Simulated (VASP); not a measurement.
Write the native input for VASP 6.6.1 that does the following.

* Task: single point
* Functional: PBE
* Potentials or basis: VASP PAW PBE potentials, release 64 (Y_sv, Al, N)
* Cutoff: 520 eV
* k mesh: 6 × 6 × 2
* Occupations: gaussian, width 0.1 eV
* Spin: no spin polarisation
* Dipole correction: no
* Further INCAR settings: ALGO = Normal; EDIFF = 1e-07; NBANDS = 25

The structure of YAl2N3 lies in POSCAR:

```
YAl2N3
1.0
    5.1128202724      0.0000000000      0.0000000000
   -2.5564101362      4.4278322409      0.0000000000
    0.0000000000      0.0000000000      2.9153372523
Y Al N
1 2 3
Direct
    0.0000000000      0.0000000000      0.0000000000
    0.3333333333      0.6666666667      0.4999432120
    0.6666666667      0.3333333333      0.5000567880
    0.5000000000      0.0000000000      0.0000000000
    0.0000000000      0.5000000000      0.0000000000
    0.5000000000      0.5000000000      0.0000000000
```

The input as run:

INCAR

```
SYSTEM = YAl2N3
ALGO     = Normal         ! electronic algorithm
EDIFF    = 1E-7           ! SCF threshold, eV
ENCUT    = 520            ! plane-wave cutoff, eV
GGA      = PE             ! functional
ISIF     = 2              ! what is computed and relaxed
ISMEAR   = 0              ! smearing method
LASPH    = .TRUE.         ! aspherical terms in the spheres
LCHARG   = .FALSE.        ! write CHGCAR
LREAL    = .FALSE.        ! projectors in reciprocal space
LWAVE    = .FALSE.        ! write WAVECAR
NBANDS   = 25             ! bands
NELM     = 100            ! most SCF steps
PREC     = Accurate       ! precision mode
SIGMA    = 0.1            ! smearing width, eV
```

KPOINTS

```
k-points
0
G
  6 6 2
  0 0 0
```

Potentials or basis: VASP PAW PBE potentials, release 64 (Y_sv, Al, N).

Launch:

```bash
$ cat potpaw_PBE.64/Y_sv/POTCAR potpaw_PBE.64/Al/POTCAR potpaw_PBE.64/N/POTCAR > POTCAR
$ mpirun -np 1 vasp_std > vasp.out
```

It gave:

```
Pressure               : -0.2 GPa
Band gap on the k mesh : zero (band 16 reaches 7.98 eV, above the bottom of band 17 at 7.16 eV)
```

Caveat: the k points lie up to 1.08 Å⁻¹ apart.

It took 19 s on 1 thread of AMD EPYC 9R45 96-Core Processor (Zen 5), with other jobs on the host, peak memory 0.18 GiB.
